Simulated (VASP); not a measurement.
# CSO4 in VASP: further runs, part 2 of 2

VASP 6.6.1.

**3. Single point, PBE**

The input, INCAR:

```
SYSTEM = CSO4
PREC     = Accurate       ! precision mode
ENCUT    = 910            ! plane-wave cutoff, eV
EDIFF    = 1E-6           ! SCF threshold, eV
ISMEAR   = -1             ! smearing method
SIGMA    = 0.02           ! smearing width, eV
LREAL    = Auto         
LASPH    = .TRUE.         ! aspherical terms in the spheres
NELM     = 120            ! most SCF steps
ALGO     = Normal         ! electronic algorithm
ISIF     = 2              ! what is computed and relaxed
LWAVE    = .FALSE.        ! write WAVECAR
LCHARG   = .FALSE.        ! write CHGCAR
GGA      = PE             ! functional
NBANDS   = 126            ! bands
GGA_COMPAT= .FALSE.
```

The input, KPOINTS:

```
Automatic mesh
0
G
  1 1 1
  0 0 0
```

The input, POSCAR:

```
CSO4
1.0
    9.4353880000      0.0000000000      0.0000000000
    0.0000000000      9.4353880000      0.0000000000
    0.0000000000      0.0000000000      9.4353880000
C O S
6 24 6
Direct
    0.0452339639      0.2099754668      0.8357790904
    0.3833970580     -0.0238675929      0.8704888448
    0.3984467835      0.5193851064      0.7917215487
    0.7827341070      0.5268039852      0.6747152316
    0.5625311858      0.1370902818      0.2015497402
    0.8152499929      0.4042970994      0.2081843375
    0.1027832666      0.3202623994      0.8354505400
   -0.0166924773      0.1023275354      0.8333838524
    0.3276706798      0.0547937191      0.7930675453
    0.4247944017     -0.0924286314      0.9654928870
    0.4496900392      0.4120445285      0.8336276155
    0.3415333847      0.6160848923      0.7383798101
    0.6856103851      0.5806014549      0.6193597974
    0.8955964503      0.4801710327      0.7028539791
    0.6196565525      0.0450749879      0.2631476310
    0.5180285114      0.2411135610      0.1463850771
    0.7404676946      0.4301571912      0.3025100823
    0.8825498220      0.3725019045      0.1139327816
    0.5380912793      0.7281205606      0.2300488332
    0.4243386705      0.8009951472      0.4610303254
    0.1264388915      0.9821853643      0.1477416721
   -0.0411535805      1.0273981314      0.3516654535
    0.7926542078      0.1991015102      0.6150038557
    0.6286227975      0.0069737461      0.6944176540
    0.1427074329      0.5487956616      0.2290101901
    0.2218244761      0.3054140434      0.1530832648
    0.6937075614      0.6816995761     -0.0561291173
    0.8539341466      0.7334939485      0.1371008802
    0.4049965937      0.3292922347      0.4441894705
    0.2886897709      0.0959790949      0.4829478131
    0.4713107717      0.6938983325      0.3656341424
    0.0759269253      0.9451863559      0.2935014437
    0.7393230676      0.0552600487      0.5983855672
    0.1928696520      0.4525304100      0.1174938434
    0.7500168515      0.7911492352      0.0360239558
    0.2756007490      0.2489139821      0.4592815897
```

Potentials or basis: VASP PAW PBE potentials, release 64 (C_h, O_h, S).

Started as:

```sh
$ cat potpaw_PBE.64/C_h/POTCAR potpaw_PBE.64/O_h/POTCAR potpaw_PBE.64/S/POTCAR > POTCAR
$ mpirun -np 1 vasp_gam > vasp.out
```

OUTCAR:

```text
SYSTEM = CSO4
   PREC = Accurate
   ENCUT = 910
   EDIFF = 1E-6
   ISMEAR = -1
   LREAL = Auto
   LASPH = .TRUE.
   NELM = 120
   ISIF = 2
   GGA = PE

 ion  position               nearest neighbor table
   1  0.045  0.210  0.836-   8 1.17   7 1.17
   2  0.383  0.976  0.870-   9 1.17  10 1.17
   3  0.398  0.519  0.792-  12 1.17  11 1.19
   4  0.783  0.527  0.675-  13 1.17  14 1.18
   5  0.563  0.137  0.202-  15 1.18  16 1.19
   6  0.815  0.404  0.208-  18 1.13  17 1.16
   7  0.103  0.320  0.835-   1 1.17
   8  0.983  0.102  0.833-   1 1.17
   9  0.328  0.055  0.793-   2 1.17
  10  0.425  0.908  0.965-   2 1.17
  11  0.450  0.412  0.834-   3 1.19
  12  0.342  0.616  0.738-   3 1.17
[... 16 lines left out ...]
  29  0.405  0.329  0.444-  36 1.44
  30  0.289  0.096  0.483-  36 1.47
  31  0.471  0.694  0.366-  20 1.42  19 1.46
  32  0.076  0.945  0.294-  22 1.46  21 1.50
  33  0.739  0.055  0.598-  24 1.46  23 1.46
  34  0.193  0.453  0.117-  26 1.45  25 1.47
  35  0.750  0.791  0.036-  27 1.45  28 1.47
  36  0.276  0.249  0.459-  29 1.44  30 1.47

  LATTYP: Found a simple cubic cell.
 ALAT       =     9.4353880000

  Lattice vectors:

 A1 = (   9.4353880000,   0.0000000000,   0.0000000000)
 A2 = (   0.0000000000,   9.4353880000,   0.0000000000)
 A3 = (   0.0000000000,   0.0000000000,   9.4353880000)

Analysis of symmetry for initial positions (statically):
=====================================================================
 Subroutine PRICEL returns:
 Original cell was already a primitive cell.

 Routine SETGRP: Setting up the symmetry group for a
 simple cubic supercell.

 Subroutine GETGRP returns: Found  1 space group operations
 (whereof  1 operations were pure point group operations)
 out of a pool of 48 trial point group operations.

The static configuration has the point symmetry C_1 .

[... 177 lines left out ...]
  volume/ion in A,a.u.               =      23.33       157.46
  Fermi-wavevector in a.u.,A,eV,Ry     =   1.021390  1.930148 14.194121  1.043238
  Thomas-Fermi vector in A             =   2.155012
   LORBIT       =      0    0 simple, 1 ext, 2 COOP (PROOUT), +10 PAW based schemes
   GGA     = PE    functional components
   LHFCALC =     F    Hartree Fock is set to
   AEXX    =    0.0000 exact exchange contribution
   IVDW    =     0    specifies the selected vdW correction
   LEPSILON=     F    determine dielectric tensor
   LRPA    =     F    only Hartree local field effects (RPA)
 non-spin polarized calculation
  energy-cutoff  :      910.00
  volume of cell :      840.00
 maximum number of plane-waves:     26150
 NGX is ok and might be reduce to    96
   NGX = 47   NGY = 47   NGZ = 47

 number of electron     203.9999996 magnetization

 Free energy of the ion-electron system (eV)
  ---------------------------------------------------
  ext. energy  EPLUGINS =         0.00000000
  ---------------------------------------------------
  free energy    TOTEN  =      -242.47891287 eV

  energy without entropy =     -242.47891287  energy(sigma->0) =     -242.47891287

 E-fermi :  -2.9091     XC(G=0):  -6.3608

 val. band max:       -3.4770616073   @ k =   0.0000   0.0000   0.0000
 cond. band min:      -0.4305914230   @ k =   0.0000   0.0000   0.0000
 fundamental gap:      3.0464701844
 Fermi energy:        -2.9090765640

 k-point     1 :       0.0000    0.0000    0.0000
  band No.  band energies     occupation
      1     -25.2482      2.00000
      2     -24.7720      2.00000
      3     -24.7394      2.00000
      4     -24.5911      2.00000
      5     -24.5884      2.00000
      6     -24.5530      2.00000
[... 106 lines left out ...]
    113       3.4303      0.00000
    114       3.4997      0.00000
 [bands above 114 left out]

------------------------ aborting loop because EDIFF is reached ----------------------------------------

  FORCE on cell =-STRESS in cart. coord.  units (eV):
  Direction    XX          YY          ZZ          XY          YZ          ZX
  --------------------------------------------------------------------------------------
  -------------------------------------------------------------------------------------
  Total       -0.1950628     -6.9243211     -1.3876319      0.7931097      3.7658531     -0.8843380
  in kB       -0.3720538    -13.2071311     -2.6467052      1.5127408      7.1828147     -1.6867456
  external PRESSURE =      -5.4086301 kB  Pullay stress =       0.0000000 kB

 VOLUME and BASIS-vectors are now :
 -----------------------------------------------------------------------------
  energy-cutoff  :      910.00
  volume of cell :      840.00
      direct lattice vectors                 reciprocal lattice vectors
     9.435388000  0.000000000  0.000000000     0.105983983  0.000000000  0.000000000
     0.000000000  9.435388000  0.000000000     0.000000000  0.105983983  0.000000000
     0.000000000  0.000000000  9.435388000     0.000000000  0.000000000  0.105983983

 POSITION                                       TOTAL-FORCE (eV/Angst)
 -----------------------------------------------------------------------------------
      0.42680      1.98120      7.88590        -0.205051      0.184608     -0.122961
      3.61750      9.21019      8.21340        -0.749007      0.488092      1.117697
      3.75950      4.90060      7.47020         0.267246     -1.684532     -0.322420
      7.38540      4.97060      6.36620         1.918945     -0.049822     -1.341993
      5.30770      1.29350      1.90170         0.373963      1.593379     -0.049769
      7.69220      3.81470      1.96430        -2.173139      0.619733      2.414186
[... 28 lines left out ...]
      7.07670      7.46480      0.33990         0.908620     -1.631882      0.621548
      2.60040      2.34860      4.33350         0.007511     -0.877348      0.332468
 -----------------------------------------------------------------------------------
    total drift:                               -0.012063     -0.001492      0.005594

  FREE ENERGIE OF THE ION-ELECTRON SYSTEM (eV)
  ---------------------------------------------------
  free  energy   TOTEN  =      -242.4789128698 eV

  energy  without entropy=     -242.4789128698  energy(sigma->0) =     -242.47891287
```

stdout:

```text
POSCAR found type information on POSCAR C O S
 POSCAR found :  3 types and      36 ions
 scaLAPACK will be used
 LDA part: xc-table for (Slater+PW92), standard interpolation
 POSCAR, INCAR and KPOINTS ok, starting setup
 FFT: planning ... GRIDC
 FFT: planning ... GRID_SOFT
 FFT: planning ... GRID
 WAVECAR not read
 entering main loop
```

Wall time 6.1 min (1 thread of Intel Xeon 6975P-C (Granite Rapids), shared host); peak memory 1.4 GiB.

Results:

```yaml
Free_energy: -242.4789 eV
Pressure: -0.5 GPa
Largest_force: 4.250 eV/Å
Band_gap_on_the_k_mesh: 3.05 eV
```

Forces in eV/Å, atoms in the order of the input:
```
C   -0.205  0.185 -0.123
C   -0.749  0.488  1.118
C    0.267 -1.685 -0.322
C    1.919 -0.050 -1.342
C    0.374  1.593 -0.050
C   -2.173  0.620  2.414
O    0.054 -0.533  0.055
O    0.318  0.140  0.178
O    0.163 -0.090 -0.648
O    0.501 -0.343 -0.425
O   -0.488  1.648 -0.166
O    0.242  0.062  0.491
O   -0.687 -0.090  0.677
O   -1.316  0.317  0.597
O   -0.547  0.079 -0.417
O    0.290 -1.687  0.396
O   -0.366  0.399  0.862
O    2.512 -1.002 -3.278
O   -0.410  0.156  0.731
O   -0.162  0.998  0.333
O   -0.774 -0.557  2.288
O    0.455 -0.256 -0.256
O   -0.359 -0.579 -0.184
O    0.450  0.151 -0.245
O    0.471 -0.785 -0.668
O   -0.232  0.494  0.068
O   -0.273  0.560 -0.292
O   -0.519  1.034 -0.395
O    0.086  0.072  0.061
O   -0.131  0.950 -0.337
S    0.478 -1.287 -1.004
S    0.314  0.705 -2.106
S   -0.215  0.390  0.356
S   -0.202  0.411  0.680
S    0.909 -1.632  0.622
S    0.008 -0.877  0.332
```

Stress tensor (GPa, compression positive):
```
-0.04  0.15 -0.17
 0.15 -1.32  0.72
-0.17  0.72 -0.26
```

Levels at points of the mesh, in eV from the valence-band top:
```csv
k point,band 100,band 101,band 102,band 103,band 104,band 105
"(0.00, 0.00, 0.00)",-0.12,-0.07,0.00,3.05,3.16,3.27
```

Caveat: the k points lie up to 0.67 Å⁻¹ apart; the cutoff is under 1.25 times the usual one of these potentials, so pressure, stress and relaxed cells hold a basis-set (Pulay) error.

**4. Single point, PBE**

This run uses another cell than the first one, of 21.56 Å³/atom.

The input, INCAR:

```
SYSTEM = CSO4
PREC = Accurate
ENCUT = 910
EDIFF = 1E-6
ISMEAR = -1
SIGMA = 0.02
LREAL = Auto
LASPH = .True.
NELM = 120
ALGO = Normal
ISIF = 2
LWAVE = .False.
LCHARG = .False.
GGA = PE
NBANDS = 126
GGA_COMPAT = .False.
```

The input, KPOINTS:

```
regular mesh
0
Gamma
  1 1 1
  0 0 0
```

The input, POSCAR:

```
CSO4
1.0
   10.0832010000     -0.1380390000      0.8508540000
   -0.1380390000      9.0044390000     -0.4460270000
    0.8508540000     -0.4460270000      8.6450160000
C O S
6 24 6
Direct
    0.0289561735      0.1699895436      0.7799155548
    0.3650023891     -0.0678385692      0.8832810053
    0.4407404076      0.5185431679      0.8106033019
    0.8597774081      0.5424102788      0.6618824745
    0.5219346277      0.2226045095      0.1797680254
    0.8063155587      0.3663966484      0.2609556743
    0.0680902371      0.2799645224      0.7177241645
   -0.0069159229      0.0665426169      0.8482302687
    0.2878759398     -0.0544735617      0.8020994901
    0.4262180033     -0.0745781461      0.9829694752
    0.3994294675      0.4003322273      0.8453081894
    0.4718762646      0.6397976604      0.7783871336
    0.7620497029      0.4789269314      0.7218750439
    0.9551020172      0.6044020478      0.5940448532
    0.5722149124      0.1337905742      0.2410640838
    0.4936979146      0.3159557030      0.1104289372
    0.7614659811      0.4654005727      0.3516806499
    0.8506407925      0.2728956101      0.1653493399
    0.4530845177      0.6801374742      0.2228857532
    0.6496272560      0.7606958147      0.3555057530
    0.0930183434      0.8767804901      0.1564395881
    0.0578449589      0.8929035030      0.4448391369
    0.8094336364      0.1819181755      0.5666421636
    0.5911901836      0.0547139983      0.5572791754
    0.1080220550      0.4556066215      0.3023825354
    0.1654780116      0.2728494007      0.0706534923
    0.7364932959      0.8200062939     -0.0757087459
    0.8773658427      0.6175199444     -0.0185863934
    0.4129667902      0.4086490441      0.4518781760
    0.2941576482      0.1661063281      0.4053321238
    0.5058061464      0.7232389253      0.3686768081
    0.1330396722      0.8291314661      0.2963924744
    0.7316555031      0.0471910558      0.5771668293
    0.1766344149      0.4234407000      0.1411652548
    0.8244816396      0.7678562880      0.0298288789
    0.3375191784      0.2810514824      0.5125701336
```

Started as:

```sh
$ cat potpaw_PBE.64/C_h/POTCAR potpaw_PBE.64/O_h/POTCAR potpaw_PBE.64/S/POTCAR > POTCAR
$ mpirun -np 1 vasp_gam > vasp.out
```

It took 6.4 min on 1 thread of AMD EPYC 7R13 (Zen 3), shared host; peak memory 1.2 GiB.

It converged, with:

```yaml
Free_energy: -242.4689 eV
Pressure: -0.7 GPa
Largest_force: 2.988 eV/Å
Band_gap_on_the_k_mesh: 2.96 eV
```

Forces on the atoms (eV/Å):
```
C    0.712  1.756 -0.417
C   -0.877  0.350  0.859
C   -0.550  0.063  0.140
C   -0.292 -0.109 -0.459
C    2.173 -1.474  0.667
C   -0.266  0.969  0.359
O   -0.724 -1.977  0.922
O   -0.076  0.218 -0.458
O   -0.337 -0.026 -1.355
O    1.159 -0.155  0.492
O    0.580  0.741 -0.390
O    0.102 -0.697  0.057
O    1.474  0.948 -0.649
O   -1.364 -0.877  1.135
O   -0.939  0.395 -0.311
O   -1.022  0.886 -0.698
O    0.066 -0.386 -0.049
O    0.253 -0.616 -0.343
O    0.743  0.323  1.296
O   -1.184 -0.322 -0.164
O    0.381 -0.444  0.235
O    0.248 -0.216  0.009
O    0.701  0.745 -0.116
O    0.880 -0.101  0.374
O    0.151  0.153 -0.194
O    0.087 -0.038 -0.135
O    1.839 -0.699  1.977
O    0.025  0.804  0.624
O   -0.089 -0.094 -0.088
O   -0.155 -0.207 -0.578
S    0.411  0.013 -1.188
S   -0.665  0.759 -0.176
S   -1.619 -0.739 -0.125
S   -0.212 -0.194  0.252
S   -1.688  0.076 -2.464
S    0.074  0.174  0.960
```

Stress tensor (GPa, compression positive):
```
-1.14 -0.25 -0.02
-0.25 -0.75  0.81
-0.02  0.81 -0.14
```

Levels at points of the mesh, in eV from the valence-band top:
```
           k point  band 98  band 99  band 100  band 101  band 102  band 103  band 104  band 105  band 106  band 107
(0.00, 0.00, 0.00)    -0.42    -0.36     -0.31     -0.26      0.00      2.96      3.12      3.14      3.22      3.29
```

Caveat: the k points lie up to 0.74 Å⁻¹ apart; the cutoff is under 1.25 times the usual one of these potentials, so pressure, stress and relaxed cells hold a basis-set (Pulay) error; the atoms stand as in a frame of molecular dynamics.

**5. Summary**

| cell | gap on the mesh (eV) | pressure (GPa) | largest force (eV/Å) |
| --- | --- | --- | --- |
| a = 9.435 Å, 36 atoms, atomic positions A | 2.83 | -0.3 | 2.86 |
| a = 9.435 Å, 36 atoms, atomic positions B | 3.05 | -0.5 | 4.25 |
| a = 10.120, b = 9.017, c = 8.698 Å, angles 95.8, 79.5, 91.9°, 36 atoms, atomic positions C | 2.96 | -0.7 | 2.99 |

Alike in all rows: task single point; level PBE; potentials or basis VASP PAW PBE potentials, release 64 (C_h, O_h, S); no spin polarisation; k mesh 1 × 1 × 1; cutoff (eV) 910; smearing fermi-dirac 0.02 eV.

Caveats: all runs use coarse meshes; the cutoff is under 1.25 times the usual one of these potentials, so pressure, stress and relaxed cells hold a basis-set (Pulay) error; the atoms stand as in a frame of molecular dynamics (at least some runs).

Total energies depend on the potentials used, so only differences within one code and one set of settings carry meaning.
